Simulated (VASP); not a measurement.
# Re in VASP: further runs

Runs on Re. Level: PBE. Tasks: single point.

Program: VASP 6.6.1. These are calculated values, not measurements. Logs are shortened: lines on timing, memory, paths and dates and some standing lists are left out, and cuts for length are marked.

## (1) The cell of the first run

Symmetry: I4/mmm, No. 139, tetragonal system. The conventional cell has a = 2.849 Å, b = 2.849 Å, c = 3.950 Å, α = 90.00°, β = 90.00°, γ = 90.00°. Re (site symmetry 4/mmm) has 12 Re at 2.82 to 2.85 Å within 3.7 Å.

## (2) Single point, PBE (equal xx and yy strain of +2 %)

The input, INCAR:

```
SYSTEM = Re
ALGO = Normal
EDIFF = 1E-7
ENCUT = 520
GGA = PE
ISIF = 2
ISMEAR = -1
LASPH = .True.
LCHARG = .False.
LREAL = .False.
LWAVE = .False.
NBANDS = 10
NELM = 80
PREC = Accurate
SIGMA = 0.03
```

The input, KPOINTS:

```
k-points
0
Gamma
  14 14 14
  0 0 0
```

The input, POSCAR:

```
Re
1.0
    0.0000000000      2.0145000000      1.9750000000
    2.0145000000      0.0000000000      1.9750000000
    2.0145000000      2.0145000000      0.0000000000
Re
1
Direct
    0.0000000000      0.0000000000      0.0000000000
```

Potentials or basis: VASP PAW PBE potentials, release 64 (Re).

The run is started by

```console
cat potpaw_PBE.64/Re/POTCAR > POTCAR
mpirun -np 1 vasp_std > vasp.out
```

OUTCAR:

```text
SYSTEM = Re
   EDIFF = 1E-7
   ENCUT = 520
   GGA = PE
   ISIF = 2
   ISMEAR = -1
   LASPH = .True.
   LREAL = .False.
   NELM = 80
   PREC = Accurate

 ion  position               nearest neighbor table
   1  0.000  0.000  0.000-

  LATTYP: Found a body centered tetragonal cell.
 ALAT       =     2.8489332214
 C/A-ratio  =     1.3864838847

  Lattice vectors:

 A1 = (   0.0000000000,  -2.0145000000,  -1.9750000000)
 A2 = (   0.0000000000,   2.0145000000,  -1.9750000000)
 A3 = (   2.0145000000,   0.0000000000,   1.9750000000)

Analysis of symmetry for initial positions (statically):
=====================================================================
 Subroutine PRICEL returns:
 Original cell was already a primitive cell.

 Routine SETGRP: Setting up the symmetry group for a
 body centered tetragonal supercell.

 Subroutine GETGRP returns: Found 16 space group operations
 (whereof 16 operations were pure point group operations)
 out of a pool of 16 trial point group operations.

The static configuration has the point symmetry D_4h.

Analysis of symmetry for dynamics (positions and initial velocities):
=====================================================================
 Subroutine PRICEL returns:
 Original cell was already a primitive cell.

 Routine SETGRP: Setting up the symmetry group for a
 body centered tetragonal supercell.

 Subroutine GETGRP returns: Found 16 space group operations
 (whereof 16 operations were pure point group operations)
 out of a pool of 16 trial point group operations.

The dynamic configuration has the point symmetry D_4h.

 Subroutine INISYM returns: Found 16 space group operations
 (whereof 16 operations are pure point group operations),
 and found     1 'primitive' translations

----------------------------------------------------------------------------------------

                                     Primitive cell

  volume of cell :      16.0299

  direct lattice vectors                    reciprocal lattice vectors
     0.000000000  2.014500000  1.975000000    -0.248200546  0.248200546  0.253164557
     2.014500000  0.000000000  1.975000000     0.248200546 -0.248200546  0.253164557
     2.014500000  2.014500000  0.000000000     0.248200546  0.248200546 -0.253164557

  length of vectors
     2.821140771  2.821140771  2.848933221     0.432780909  0.432780909  0.432780909

  position of ions in fractional coordinates (direct lattice)
     0.000000000  0.000000000  0.000000000

  ion indices of the primitive-cell ions
   primitive index   ion index
                 1           1

----------------------------------------------------------------------------------------

 KPOINTS: k-points

Automatic generation of k-mesh.
 Grid dimensions read from file:
 generate k-points for:   14   14   14

 Generating k-lattice:

  Cartesian coordinates                     Fractional coordinates (reciprocal lattice)
    -0.017728610  0.017728610  0.018083183     0.071428571  0.000000000  0.000000000
     0.017728610 -0.017728610  0.018083183     0.000000000  0.071428571  0.000000000
     0.017728610  0.017728610 -0.018083183    -0.000000000 -0.000000000  0.071428571

  Length of vectors
     0.030912922  0.030912922  0.030912922

  Shift w.r.t. Gamma in fractional coordinates (k-lattice)
     0.000000000  0.000000000  0.000000000

 Subroutine IBZKPT returns following result:
 ===========================================

 Found    244 irreducible k-points:

 Following reciprocal coordinates:
            Coordinates               Weight
  0.000000  0.000000  0.000000      1.000000
  0.071429  0.000000  0.000000      8.000000
  0.142857 -0.000000  0.000000      8.000000
  0.214286 -0.000000  0.000000      8.000000
  0.285714 -0.000000  0.000000      8.000000
  0.357143 -0.000000  0.000000      8.000000
[... 16 lines left out ...]
  0.214286  0.142857  0.000000      8.000000
  0.285714  0.142857  0.000000      8.000000
 [... further k-points ...]
   k-points           NKPTS =    244   k-points in BZ     NKDIM =    244   number of bands    NBANDS=     10
   number of dos      NEDOS =    301   number of ions     NIONS =      1
   total plane-waves  NPLWV =  13824
   dimension x,y,z NGX =    24 NGY =   24 NGZ =   24
   dimension x,y,z NGXF=    48 NGYF=   48 NGZF=   48
   ions per type =               1
   NGX,Y,Z   is equivalent  to a cutoff of  14.14, 14.14, 14.00 a.u.
   NGXF,Y,Z  is equivalent  to a cutoff of  28.29, 28.29, 28.01 a.u.
 SYSTEM =  Re
   PREC   = accura    normal or accurate (medium, high low for compatibility)
   ISTART =      0    job   : 0-new  1-cont  2-samecut
   ICHARG =      2    charge: 1-file 2-atom 10-const
   ISPIN  =      1    spin polarized calculation?
   LNONCOLLINEAR =      F non collinear calculations
   LSORBIT =      F    spin-orbit coupling
   LASPH  =      T    aspherical Exc in radial PAW
   ENCUT  =  520.0 eV  38.22 Ry    6.18 a.u.   5.25  5.25  5.30*2*pi/ulx,y,z
   NELM   =     80;   NELMIN=  2; NELMDL= -5     # of ELM steps
   EDIFF  = 0.1E-06   stopping-criterion for ELM
   LREAL  =      F    real-space projection
   EDIFFG = 0.1E-05   stopping-criterion for IOM
   NSW    =      0    number of steps for IOM
   IBRION =     -1    ionic relax: 0-MD 1-quasi-New 2-CG
   NFREE  =      0    steps in history (QN), initial steepest desc. (CG)
   ISIF   =      2    stress and relaxation
   ISYM   =      2    0-nonsym 1-usesym 2-fastsym
   POTIM  = 0.5000    time-step for ionic-motion
   TEBEG  =    0.0;   TEEND  =   0.0 temperature during run
   PSTRESS=    0.0 pullay stress
   NELECT =       7.0000    total number of electrons
   NUPDOWN=      -1.0000    fix difference up-down
   EMIN   =  10.00;   EMAX   =-10.00  energy-range for DOS
   EFERMI =   0.00;   METHOD = LEGACY
   ISMEAR =    -1;   SIGMA  =   0.03  broadening in eV -4-tet -1-fermi 0-gaus
   EFERMI_NEDOS =   21; number of points for ismear=-14 and -15
   IALGO  =     38    algorithm
   IMIX   =      4    mixing-type and parameters
     AMIX     =   0.40;   BMIX     =  1.00
     AMIX_MAG =   1.60;   BMIX_MAG =  1.00
  volume/ion in A,a.u.               =      16.03       108.18
  Fermi-wavevector in a.u.,A,eV,Ry     =   1.242025  2.347087 20.988698  1.542626
  Thomas-Fermi vector in A             =   2.376397
   LORBIT       =      0    0 simple, 1 ext, 2 COOP (PROOUT), +10 PAW based schemes
   GGA     = PE    functional components
   LHFCALC =     F    Hartree Fock is set to
   AEXX    =    0.0000 exact exchange contribution
   IVDW    =     0    specifies the selected vdW correction
   LEPSILON=     F    determine dielectric tensor
   LRPA    =     F    only Hartree local field effects (RPA)
 non-spin polarized calculation
  energy-cutoff  :      520.00
  volume of cell :       16.03
 maximum number of plane-waves:       444
 NGX is ok and might be reduce to    24
   NGX = 11   NGY = 11   NGZ = 11

 number of electron       7.0000000 magnetization

 Free energy of the ion-electron system (eV)
  ---------------------------------------------------
  ext. energy  EPLUGINS =         0.00000000
  ---------------------------------------------------
  free energy    TOTEN  =       -12.28100111 eV

  energy without entropy =      -12.27695622  energy(sigma->0) =      -12.27897866

 E-fermi :   7.1125     XC(G=0): -13.2614

 val. band max:        7.1117364495   @ k =  -0.2857   0.2857   0.1429
 cond. band min:       7.1164201548   @ k =  -0.2143   0.0714   0.2857
 fundamental gap:      0.0046837053
 Fermi energy:         7.1125351233

 k-point     1 :       0.0000    0.0000    0.0000
  band No.  band energies     occupation
      1      -2.4107      2.00000
      2       5.3384      2.00000
      3       5.3384      2.00000
      4       5.5994      2.00000
      5       8.0462      0.00000
      6       8.3846      0.00000
      7      20.9468      0.00000
      8      25.9163      0.00000
      9      25.9163      0.00000
     10      26.5334      0.00000

 k-point     2 :       0.0714    0.0000    0.0000
  band No.  band energies     occupation
      1      -2.1959      2.00000
      2       5.2494      2.00000
      3       5.4358      2.00000
      4       5.6465      2.00000
      5       7.9812      0.00000
      6       8.3031      0.00000
      7      21.3535      0.00000
      8      25.0225      0.00000
      9      26.2954      0.00000
     10      26.7304      0.00000

 k-point     3 :       0.1429   -0.0000    0.0000
  band No.  band energies     occupation
      1      -1.5868      2.00000
      2       4.9475      2.00000
      3       5.6542      2.00000
      4       5.8516      2.00000
      5       7.8909      0.00000
      6       8.1555      0.00000
      7      22.3304      0.00000
      8      23.3746      0.00000
      9      27.3762      0.00000
     10      27.7982      0.00000

 k-point     4 :       0.2143   -0.0000    0.0000
  band No.  band energies     occupation
      1      -0.7115      2.00000
      2       4.6694      2.00000
      3       5.7639      2.00000
      4       5.9992      2.00000
      5       8.0651      0.00000
      6       8.2206      0.00000
      7      21.4339      0.00000
      8      23.7470      0.00000
      9      28.9976      0.00000
     10      29.4185      0.00000
[... 222 lines left out ...]
 k-point    22 :       0.1429    0.1429    0.0000
  band No.  band energies     occupation
      1      -1.2777      2.00000
      2       4.6467      2.00000
      3       6.0113      2.00000
      4       6.0113      2.00000
      5       7.3148      0.00235
      6       8.4291      0.00000
      7      23.0649      0.00000
      8      24.5357      0.00000
      9      26.3854      0.00000
     10      26.3854      0.00000

 k-point    23 :       0.2143    0.1429    0.0000
  band No.  band energies     occupation
      1      -0.5913      2.00000
      2       4.2381      2.00000
      3       6.2061      2.00000
      4       6.3169      2.00000
      5       7.1165      0.93465
      6       8.6619      0.00000
      7      23.4281      0.00000
      8      24.2306      0.00000
      9      26.5982      0.00000
     10      27.1705      0.00000

 k-point    24 :       0.2857    0.1429    0.0000
  band No.  band energies     occupation
      1       0.2859      2.00000
      2       3.9594      2.00000
      3       5.8043      2.00000
      4       6.4061      2.00000
      5       7.8203      0.00000
      6       9.1441      0.00000
      7      21.8144      0.00000
      8      24.8858      0.00000
      9      26.7032      0.00000
     10      27.6215      0.00000

 [... further k-points ...]
[... 5 lines left out ...]
  --------------------------------------------------------------------------------------
  -------------------------------------------------------------------------------------
  Total       -2.2626636     -2.2626636     -1.9362661      0.0000000      0.0000000      0.0000000
  in kB     -226.1512242   -226.1512242   -193.5280810      0.0000000      0.0000000      0.0000000
  external PRESSURE =    -215.2768431 kB  Pullay stress =       0.0000000 kB

 VOLUME and BASIS-vectors are now :
 -----------------------------------------------------------------------------
  energy-cutoff  :      520.00
  volume of cell :       16.03
      direct lattice vectors                 reciprocal lattice vectors
     0.000000000  2.014500000  1.975000000    -0.248200546  0.248200546  0.253164557
     2.014500000  0.000000000  1.975000000     0.248200546 -0.248200546  0.253164557
     2.014500000  2.014500000  0.000000000     0.248200546  0.248200546 -0.253164557

 POSITION                                       TOTAL-FORCE (eV/Angst)
 -----------------------------------------------------------------------------------
      0.00000      0.00000      0.00000         0.000000      0.000000      0.000000
 -----------------------------------------------------------------------------------
    total drift:                               -0.000000      0.000000      0.000000

  FREE ENERGIE OF THE ION-ELECTRON SYSTEM (eV)
  ---------------------------------------------------
  free  energy   TOTEN  =       -12.2810011088 eV

  energy  without entropy=      -12.2769562163  energy(sigma->0) =      -12.27897866
```

It took 56 s on 1 thread of Intel Xeon 8259CL, shared host; peak memory 0.17 GiB.

Results:

```yaml
Free_energy: -12.2810 eV
Pressure: -21.5 GPa
```

Caveat: the cell differs from its parent crystal (equal xx and yy strain of +2 %); spin-orbit coupling is left out, which moves the levels of the heavy elements.

## (3) Single point, PBE (volume scaled by 0.9405)

The input, INCAR:

```
SYSTEM = Re
ALGO     = Normal         ! electronic algorithm
EDIFF    = 1E-6           ! SCF threshold, eV
ENCUT    = 520            ! plane-wave cutoff, eV
GGA      = PE             ! functional
ISIF     = 2              ! what is computed and relaxed
ISMEAR   = -1             ! smearing method
LASPH    = .True.         ! aspherical terms in the spheres
LCHARG   = .False.        ! write CHGCAR
LREAL    = .False.        ! projectors in reciprocal space
LWAVE    = .False.        ! write WAVECAR
NBANDS   = 10             ! bands
NELM     = 80             ! most SCF steps
PREC     = Accurate       ! precision mode
SIGMA    = 0.03           ! smearing width, eV
```

KPOINTS is that of step 2.

The input, POSCAR:

```
Re
1.0
    0.0000000000      1.9350255327      1.9350255327
    1.9350255327      0.0000000000      1.9350255327
    1.9350255327      1.9350255327      0.0000000000
Re
1
Direct
    0.0000000000      0.0000000000      0.0000000000
```

Potentials or basis: VASP PAW PBE potentials, release 64 (Re).

The run is started by

```console
cat potpaw_PBE.64/Re/POTCAR > POTCAR
mpirun -np 1 vasp_std > vasp.out
```

Wall time 15 s (1 thread of Intel Xeon Platinum 8375C at 2.90GHz (Ice Lake), shared host); peak memory 0.13 GiB.

The run converged. Its results:

- Free energy: -12.3382 eV
- Pressure: 13.0 GPa

Levels at points of the mesh, in eV from the Fermi level:
```
           k point  band 1  band 2  band 3  band 4  band 5  band 6  band 7  band 8
(0.00, 0.00, 0.00)  -10.23   -1.94   -1.94   -1.94    1.32    1.32   13.93   19.68
(0.50, 0.00, 0.00)   -6.98   -2.16   -2.16    0.26    3.94    3.94   10.22   13.44
(0.50, 0.50, 0.00)   -6.96   -6.08    2.89    3.89    4.70    4.70   12.43   12.43
```

Caveat: spin-orbit coupling is left out, which moves the levels of the heavy elements.

## (4) Single point, PBE (volume scaled by 0.97)

The input, INCAR:

```
PREC = Accurate
ENCUT = 520
EDIFF = 1E-6
ISMEAR = -1
SIGMA = 0.03
LREAL = False
LASPH = True
NELM = 80
ALGO = Normal
ISIF = 2
LWAVE = False
LCHARG = False
GGA = PE
NBANDS = 10
```

The input, KPOINTS:

```
regular mesh
0
Gamma
  14 14 14
```

The input, POSCAR:

```
Re
1.0
    0.0000000000      1.9550491410      1.9550491410
    1.9550491410      0.0000000000      1.9550491410
    1.9550491410      1.9550491410      0.0000000000
Re
1
Direct
    0.0000000000      0.0000000000      0.0000000000
```

The run is started by

```console
cat potpaw_PBE.64/Re/POTCAR > POTCAR
mpirun -np 1 vasp_std > vasp.out
```

Run time: 18 s. Hardware: 1 thread of Intel Xeon Platinum 8375C at 2.90GHz (Ice Lake), shared host; peak memory 0.15 GiB.

It converged, with:

```
Free energy : -12.3576 eV
Pressure    : 0.7 GPa
```

Levels at points of the mesh, in eV from the Fermi level:
```tsv
k point	band 2	band 3	band 4	band 5	band 6	band 7
(0.00, 0.00, 0.00)	-1.85	-1.85	-1.85	1.26	1.26	13.91
(0.50, 0.00, 0.00)	-2.06	-2.06	0.21	3.75	3.75	9.77
(0.50, 0.50, 0.00)	-5.82	2.76	3.70	4.48	4.48	12.17
```

Caveat: spin-orbit coupling is left out, which moves the levels of the heavy elements.

## (5) Single point, PBE (volume scaled by 1.03)

The input, INCAR:

```
SYSTEM = Re
ALGO = Normal ; EDIFF = 1E-6
ENCUT = 520 ; GGA = PE
ISIF = 2 ; ISMEAR = -1
LASPH = .True. ; LCHARG = .False.
LREAL = .False. ; LWAVE = .False.
NBANDS = 10 ; NELM = 60
PREC = Accurate ; SIGMA = 0.03
```

The input, KPOINTS:

```
k-points
0
Gamma
  14 14 14
  0 0 0
```

The input, POSCAR:

```
Re
1.0
    0.0000000000      1.9945557272      1.9945557272
    1.9945557272      0.0000000000      1.9945557272
    1.9945557272      1.9945557272      0.0000000000
Re
1
Direct
    0.0000000000      0.0000000000      0.0000000000
```

The run is started by

```console
cat potpaw_PBE.64/Re/POTCAR > POTCAR
mpirun -np 1 vasp_std > vasp.out
```

It took 20 s on 1 thread of Intel Xeon Platinum 8375C at 2.90GHz (Ice Lake), shared host; peak memory 0.15 GiB.

Results (log left out):

```yaml
Free_energy: -12.3032 eV
Pressure: -18.8 GPa
```

Levels at points of the mesh, in eV from the Fermi level:
| k point | band 2 | band 3 | band 4 | band 5 | band 6 | band 7 |
| --- | --- | --- | --- | --- | --- | --- |
| (0.00, 0.00, 0.00) | -1.70 | -1.70 | -1.70 | 1.14 | 1.14 | 13.86 |
| (0.50, 0.00, 0.00) | -1.87 | -1.87 | 0.14 | 3.41 | 3.41 | 8.93 |
| (0.50, 0.50, 0.00) | -5.35 | 2.53 | 3.36 | 4.07 | 4.07 | 11.70 |

Caveat: spin-orbit coupling is left out, which moves the levels of the heavy elements.

## (6) Single point, PBE (volume scaled by 1.06)

The input, INCAR:

```
SYSTEM = Re
ALGO = Normal
EDIFF = 1E-6
ENCUT = 520
GGA = PE
ISIF = 2
ISMEAR = -1
LASPH = .True.
LCHARG = .False.
LREAL = .False.
LWAVE = .False.
NBANDS = 10
NELM = 80
PREC = Accurate
SIGMA = 0.03
```

KPOINTS is that of step 5.

The input, POSCAR:

```
Re
1.0
    0.0000000000      2.0137353243      2.0137353243
    2.0137353243      0.0000000000      2.0137353243
    2.0137353243      2.0137353243      0.0000000000
Re
1
Direct
    0.0000000000      0.0000000000      0.0000000000
```

Potentials or basis: VASP PAW PBE potentials, release 64 (Re).

The run is started by

```console
cat potpaw_PBE.64/Re/POTCAR > POTCAR
mpirun -np 1 vasp_std > vasp.out
```

Wall time 20 s (1 thread of Intel Xeon Platinum 8375C at 2.90GHz (Ice Lake), shared host); peak memory 0.15 GiB.

It converged, with:

```yaml
Free_energy: -12.2383 eV
Pressure: -26.3 GPa
```

Levels at points of the mesh, in eV from the Fermi level:
| k point | band 1 | band 2 | band 3 | band 4 | band 5 | band 6 | band 7 | band 8 | band 9 |
| --- | --- | --- | --- | --- | --- | --- | --- | --- | --- |
| (0.00, 0.00, 0.00) | -9.37 | -1.63 | -1.63 | -1.63 | 1.09 | 1.09 | 13.83 | 18.90 | 18.90 |
| (0.50, 0.00, 0.00) | -6.12 | -1.79 | -1.79 | 0.12 | 3.25 | 3.25 | 8.55 | 13.31 | 18.95 |
| (0.50, 0.50, 0.00) | -5.93 | -5.14 | 2.43 | 3.20 | 3.88 | 3.88 | 11.25 | 11.49 | 11.49 |

Caveat: spin-orbit coupling is left out, which moves the levels of the heavy elements.

## (7) The runs side by side

| cell | gap on the mesh (eV) | pressure (GPa) |
| --- | --- | --- |
| a = 2.821, b = 2.821, c = 2.849 Å, angles 59.7, 59.7, 60.7°, 1 atom | none | -21.5 |
| a = 2.737 Å, angles 60.0°, 1 atom | none | 13.0 |
| a = 2.765 Å, angles 60.0°, 1 atom | none | 0.7 |
| a = 2.821 Å, angles 60.0°, 1 atom | none | -18.8 |
| a = 2.848 Å, angles 60.0°, 1 atom | none | -26.3 |

Alike in all rows: task single point; level PBE; potentials or basis VASP PAW PBE potentials, release 64 (Re); no spin polarisation; k mesh 14 × 14 × 14; cutoff (eV) 520; smearing fermi-dirac 0.03 eV.

Caveats: spin-orbit coupling is left out, which moves the levels of the heavy elements.

Total energies depend on the potentials used, so only differences within one code and one set of settings carry meaning.
